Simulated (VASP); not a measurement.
# K3TaO3 (P6_3/m) in VASP: single point with PBE

Aim: the single point of K3TaO3 with PBE.

Program: VASP 6.6.1. These are calculated values, not measurements. Logs are shortened: lines on timing, memory, paths and dates and some standing lists are left out, and cuts for length are marked.

## Step 1: The cell of the first run

It takes space group P6_3/m (No. 176, hexagonal). Conventional cell: a = 8.195 Å, b = 8.195 Å, c = 5.918 Å, α = 90.00°, β = 90.00°, γ = 120.00°. K (site symmetry m) has 4 O at 2.70 to 2.98 Å and 2 Ta at 3.71 Å and 6 K at 3.86 to 3.87 Å within 3.9 Å. Ta (site symmetry -6) has 3 O at 1.87 Å within 2.5 Å. Within 2.5 Å of O (site symmetry m) lie 1 Ta at 1.87 Å.

## Step 2: Single point, PBE

Contents of INCAR:

```
SYSTEM = K3TaO3
  PREC = Accurate
  ENCUT = 520
  EDIFF = 1E-6
  ISMEAR = 0
  SIGMA = 0.15
  LREAL = .FALSE.
  LASPH = .TRUE.
  NELM = 60
  ALGO = Normal
  ISIF = 2
  LWAVE = .FALSE.
  LCHARG = .FALSE.
  GGA = PE
  NBANDS = 69
```

Contents of KPOINTS:

```
Automatic mesh
0
G
  2 2 2
  0 0 0
```

Contents of POSCAR:

```
K3TaO3
1.0
    8.1948258249      0.0000000000      0.0000000000
   -4.0974129125      7.0969273440      0.0000000000
    0.0000000000      0.0000000000      5.9183222620
K Ta O
6 2 6
Direct
    0.6476813652      0.8204514960      0.7500000000
    0.1727701308      0.3523186348      0.7500000000
    0.1795485040      0.8272298692      0.7500000000
    0.8272298692      0.6476813652      0.2500000000
    0.8204514960      0.1727701308      0.2500000000
    0.3523186348      0.1795485040      0.2500000000
    0.6666666667      0.3333333333      0.7500000000
    0.3333333333      0.6666666667      0.2500000000
    0.4032171508      0.2054784572      0.7500000000
    0.7945215428      0.1977386936      0.7500000000
    0.8022613064      0.5967828492      0.7500000000
    0.1977386936      0.4032171508      0.2500000000
    0.5967828492      0.7945215428      0.2500000000
    0.2054784572      0.8022613064      0.2500000000
```

Potentials or basis: VASP PAW PBE potentials, release 64 (K_sv, Ta_pv, O).

Started as:

```console
$ cat potpaw_PBE.64/K_sv/POTCAR potpaw_PBE.64/Ta_pv/POTCAR potpaw_PBE.64/O/POTCAR > POTCAR
$ mpirun -np 1 vasp_std > vasp.out
```

OUTCAR:

```text
SYSTEM = K3TaO3
   PREC = Accurate
   ENCUT = 520
   EDIFF = 1E-6
   ISMEAR = 0
   LREAL = .FALSE.
   LASPH = .TRUE.
   NELM = 60
   ISIF = 2
   GGA = PE

 ion  position               nearest neighbor table
   1  0.648  0.820  0.750-  11 2.70  10 2.70   8 3.71   8 3.71
   2  0.173  0.352  0.750-  10 2.70   9 2.70   8 3.71   8 3.71
   3  0.180  0.827  0.750-   9 2.70  11 2.70   8 3.71   8 3.71
   4  0.827  0.648  0.250-  14 2.70  13 2.70   7 3.71   7 3.71
   5  0.820  0.173  0.250-  13 2.70  12 2.70   7 3.71   7 3.71
   6  0.352  0.180  0.250-  12 2.70  14 2.70   7 3.71   7 3.71
   7  0.667  0.333  0.750-  10 1.87   9 1.87  11 1.87   5 3.71   5 3.71   6 3.71   6 3.71   4 3.71
                             4 3.71
   8  0.333  0.667  0.250-  14 1.87  13 1.87  12 1.87   3 3.71   3 3.71   1 3.71   1 3.71   2 3.71
                             2 3.71
   9  0.403  0.205  0.750-   7 1.87   3 2.70   2 2.70
  10  0.795  0.198  0.750-   7 1.87   2 2.70   1 2.70
  11  0.802  0.597  0.750-   7 1.87   1 2.70   3 2.70
  12  0.198  0.403  0.250-   8 1.87   6 2.70   5 2.70
  13  0.597  0.795  0.250-   8 1.87   5 2.70   4 2.70
  14  0.205  0.802  0.250-   8 1.87   4 2.70   6 2.70

  LATTYP: Found a hexagonal cell.
 ALAT       =     8.1948258249
 C/A-ratio  =     0.7222023248

  Lattice vectors:

 A1 = (   8.1948258249,   0.0000000000,   0.0000000000)
 A2 = (  -4.0974129125,   7.0969273440,   0.0000000000)
 A3 = (   0.0000000000,   0.0000000000,   5.9183222620)

Analysis of symmetry for initial positions (statically):
=====================================================================
 Subroutine PRICEL returns:
 Original cell was already a primitive cell.

 Routine SETGRP: Setting up the symmetry group for a
 hexagonal supercell.

 Subroutine GETGRP returns: Found 12 space group operations
 (whereof  6 operations were pure point group operations)
 out of a pool of 24 trial point group operations.

The static configuration has the point symmetry S_6 .
 The point group associated with its full space group is C_6h.

Analysis of symmetry for dynamics (positions and initial velocities):
=====================================================================
 Subroutine PRICEL returns:
 Original cell was already a primitive cell.

 Routine SETGRP: Setting up the symmetry group for a
 hexagonal supercell.

 Subroutine GETGRP returns: Found 12 space group operations
 (whereof  6 operations were pure point group operations)
 out of a pool of 24 trial point group operations.

The dynamic configuration has the point symmetry S_6 .
 The point group associated with its full space group is C_6h.

 Subroutine INISYM returns: Found 12 space group operations
 (whereof  6 operations are pure point group operations),
 and found     1 'primitive' translations

----------------------------------------------------------------------------------------

                                     Primitive cell

  volume of cell :     344.1983

  direct lattice vectors                    reciprocal lattice vectors
     8.194825825  0.000000000  0.000000000     0.122028219  0.070453025  0.000000000
    -4.097412913  7.096927344  0.000000000     0.000000000  0.140906050  0.000000000
     0.000000000  0.000000000  5.918322262     0.000000000  0.000000000  0.168966804

  length of vectors
     8.194825825  8.194825825  5.918322262     0.140906050  0.140906050  0.168966804

  position of ions in fractional coordinates (direct lattice)
     0.647681365  0.820451496  0.750000000
     0.172770131  0.352318635  0.750000000
     0.179548504  0.827229869  0.750000000
     0.827229869  0.647681365  0.250000000
     0.820451496  0.172770131  0.250000000
     0.352318635  0.179548504  0.250000000
     0.666666667  0.333333333  0.750000000
     0.333333333  0.666666667  0.250000000
     0.403217151  0.205478457  0.750000000
     0.794521543  0.197738694  0.750000000
     0.802261306  0.596782849  0.750000000
     0.197738694  0.403217151  0.250000000
     0.596782849  0.794521543  0.250000000
     0.205478457  0.802261306  0.250000000

  ion indices of the primitive-cell ions
   primitive index   ion index
                 1           1
                 2           2
                 3           3
                 4           4
                 5           5
                 6           6
                 7           7
                 8           8
                 9           9
                10          10
                11          11
                12          12
                13          13
                14          14

----------------------------------------------------------------------------------------

 KPOINTS: Automatic mesh

Automatic generation of k-mesh.
 Grid dimensions read from file:
 generate k-points for:    2    2    2

 Generating k-lattice:

  Cartesian coordinates                     Fractional coordinates (reciprocal lattice)
     0.061014109  0.035226513  0.000000000     0.500000000  0.000000000  0.000000000
     0.000000000  0.070453025  0.000000000     0.000000000  0.500000000  0.000000000
     0.000000000  0.000000000  0.084483402     0.000000000  0.000000000  0.500000000

  Length of vectors
     0.070453025  0.070453025  0.084483402

  Shift w.r.t. Gamma in fractional coordinates (k-lattice)
     0.000000000  0.000000000  0.000000000

 Subroutine IBZKPT returns following result:
 ===========================================

 Found      4 irreducible k-points:

 Following reciprocal coordinates:
            Coordinates               Weight
  0.000000  0.000000  0.000000      1.000000
  0.500000  0.000000  0.000000      3.000000
  0.000000  0.000000  0.500000      1.000000
  0.500000  0.000000  0.500000      3.000000
   k-points           NKPTS =      4   k-points in BZ     NKDIM =      4   number of bands    NBANDS=     69
   number of dos      NEDOS =    301   number of ions     NIONS =     14
   total plane-waves  NPLWV = 196608
   dimension x,y,z NGX =    64 NGY =   64 NGZ =   48
   dimension x,y,z NGXF=   128 NGYF=  128 NGZF=   96
   ions per type =               6   2   6
   NGX,Y,Z   is equivalent  to a cutoff of  12.98, 12.98, 13.48 a.u.
   NGXF,Y,Z  is equivalent  to a cutoff of  25.97, 25.97, 26.97 a.u.
 SYSTEM =  K3TaO3
   PREC   = accura    normal or accurate (medium, high low for compatibility)
   ISTART =      0    job   : 0-new  1-cont  2-samecut
   ICHARG =      2    charge: 1-file 2-atom 10-const
   ISPIN  =      1    spin polarized calculation?
   LNONCOLLINEAR =      F non collinear calculations
   LSORBIT =      F    spin-orbit coupling
   LASPH  =      T    aspherical Exc in radial PAW
   ENCUT  =  520.0 eV  38.22 Ry    6.18 a.u.  15.24 15.24 11.00*2*pi/ulx,y,z
   NELM   =     60;   NELMIN=  2; NELMDL= -5     # of ELM steps
   EDIFF  = 0.1E-05   stopping-criterion for ELM
   LREAL  =      F    real-space projection
   EDIFFG = 0.1E-04   stopping-criterion for IOM
   NSW    =      0    number of steps for IOM
   IBRION =     -1    ionic relax: 0-MD 1-quasi-New 2-CG
   NFREE  =      0    steps in history (QN), initial steepest desc. (CG)
   ISIF   =      2    stress and relaxation
   ISYM   =      2    0-nonsym 1-usesym 2-fastsym
   POTIM  = 0.5000    time-step for ionic-motion
   TEBEG  =    0.0;   TEEND  =   0.0 temperature during run
   PSTRESS=    0.0 pullay stress
   NELECT =     112.0000    total number of electrons
   NUPDOWN=      -1.0000    fix difference up-down
   EMIN   =  10.00;   EMAX   =-10.00  energy-range for DOS
   EFERMI =   0.00;   METHOD = LEGACY
   ISMEAR =     0;   SIGMA  =   0.15  broadening in eV -4-tet -1-fermi 0-gaus
   EFERMI_NEDOS =   21; number of points for ismear=-14 and -15
   IALGO  =     38    algorithm
   IMIX   =      4    mixing-type and parameters
     AMIX     =   0.40;   BMIX     =  1.00
     AMIX_MAG =   1.60;   BMIX_MAG =  1.00
  volume/ion in A,a.u.               =      24.59       165.91
  Fermi-wavevector in a.u.,A,eV,Ry     =   1.126016  2.127862 17.250994  1.267912
  Thomas-Fermi vector in A             =   2.262696
   LORBIT       =      0    0 simple, 1 ext, 2 COOP (PROOUT), +10 PAW based schemes
   GGA     = PE    functional components
   LHFCALC =     F    Hartree Fock is set to
   AEXX    =    0.0000 exact exchange contribution
   IVDW    =     0    specifies the selected vdW correction
   LEPSILON=     F    determine dielectric tensor
   LRPA    =     F    only Hartree local field effects (RPA)
 non-spin polarized calculation
 Gauss-broadening in eV      SIGMA  =   0.15
  energy-cutoff  :      520.00
  volume of cell :      344.20
 maximum number of plane-waves:      9298
 NGX is ok and might be reduce to    64
   NGX = 31   NGY = 31   NGZ = 23

 number of electron     111.9999981 magnetization

 Free energy of the ion-electron system (eV)
  ---------------------------------------------------
  ext. energy  EPLUGINS =         0.00000000
  ---------------------------------------------------
  free energy    TOTEN  =       -85.38757573 eV

  energy without entropy =      -85.38757573  energy(sigma->0) =      -85.38757573

 E-fermi :   1.8466     XC(G=0):  -7.9002

 val. band max:        1.0751588988   @ k =   0.5000   0.0000   0.5000
 cond. band min:       2.6783843612   @ k =   0.0000   0.0000   0.5000
 fundamental gap:      1.6032254624
 Fermi energy:         1.8466442501

 k-point     1 :       0.0000    0.0000    0.0000
  band No.  band energies     occupation
      1     -33.5818      2.00000
      2     -33.5818      2.00000
      3     -33.5817      2.00000
      4     -33.5817      2.00000
      5     -33.1509      2.00000
      6     -33.1508      2.00000
[... 60 lines left out ...]
     67       5.5572      0.00000
     68       5.6086      0.00000
[... 211 lines left out ...]
     67       5.4278      0.00000
     68       5.4278      0.00000
 [bands above 68 left out]

------------------------ aborting loop because EDIFF is reached ----------------------------------------

  FORCE on cell =-STRESS in cart. coord.  units (eV):
  Direction    XX          YY          ZZ          XY          YZ          ZX
  --------------------------------------------------------------------------------------
  -------------------------------------------------------------------------------------
  Total        0.7008983      0.7008983      0.4643347      0.0000004      0.0000000      0.0000000
  in kB        3.2625477      3.2625477      2.1613896      0.0000019      0.0000000      0.0000000
  external PRESSURE =       2.8954950 kB  Pullay stress =       0.0000000 kB

 VOLUME and BASIS-vectors are now :
 -----------------------------------------------------------------------------
  energy-cutoff  :      520.00
  volume of cell :      344.20
      direct lattice vectors                 reciprocal lattice vectors
     8.194825825  0.000000000  0.000000000     0.122028219  0.070453025  0.000000000
    -4.097412913  7.096927344  0.000000000     0.000000000  0.140906050  0.000000000
     0.000000000  0.000000000  5.918322262     0.000000000  0.000000000  0.168966804

 POSITION                                       TOTAL-FORCE (eV/Angst)
 -----------------------------------------------------------------------------------
      1.94591      5.82268      4.43874        -0.016250     -0.007756     -0.000000
     -0.02777      2.50038      4.43874         0.001408      0.017951      0.000000
     -1.91813      5.87079      4.43874         0.014842     -0.010195     -0.000000
      4.12519      4.59655      1.47958        -0.001408     -0.017951      0.000000
      6.01555      1.22614      1.47958        -0.014842      0.010195     -0.000000
      2.15151      1.27424      1.47958         0.016250      0.007756     -0.000000
      4.09741      2.36564      4.43874        -0.000000      0.000000     -0.000000
     -0.00000      4.73128      1.47958        -0.000000      0.000000      0.000000
      2.46236      1.45827      4.43874        -0.084292     -0.054830     -0.000000
      5.70075      1.40334      4.43874         0.089630     -0.045584     -0.000000
      4.12913      4.23532      4.43874        -0.005338      0.100414     -0.000000
     -0.03171      2.86160      1.47958         0.005338     -0.100414      0.000000
      1.63505      5.63866      1.47958         0.084292      0.054830      0.000000
     -1.60334      5.69359      1.47958        -0.089630      0.045584     -0.000000
 -----------------------------------------------------------------------------------
    total drift:                               -0.000001      0.000001     -0.000000

  FREE ENERGIE OF THE ION-ELECTRON SYSTEM (eV)
  ---------------------------------------------------
  free  energy   TOTEN  =       -85.3875757338 eV

  energy  without entropy=      -85.3875757338  energy(sigma->0) =      -85.38757573
```

It took 2.1 min on 1 thread of Intel Xeon 6975P-C (Granite Rapids), shared host; peak memory 0.49 GiB.

What came out:

```
Free energy            : -85.3876 eV
Pressure               : 0.3 GPa
Largest force          : 0.101 eV/Å
Band gap on the k mesh : 1.60 eV (least direct gap 1.62 eV)
```

Forces in eV/Å, atoms in the order of the input:
```
K   -0.016 -0.008  0.000
K    0.001  0.018  0.000
K    0.015 -0.010  0.000
K   -0.001 -0.018  0.000
K   -0.015  0.010  0.000
K    0.016  0.008  0.000
Ta   0.000  0.000  0.000
Ta   0.000  0.000  0.000
O   -0.084 -0.055  0.000
O    0.090 -0.046  0.000
O   -0.005  0.100  0.000
O    0.005 -0.100  0.000
O    0.084  0.055  0.000
O   -0.090  0.046  0.000
```

Caveat: the k points lie up to 0.53 Å⁻¹ apart; spin-orbit coupling is left out, which moves the levels of the heavy elements. A k mesh can miss the band edges.
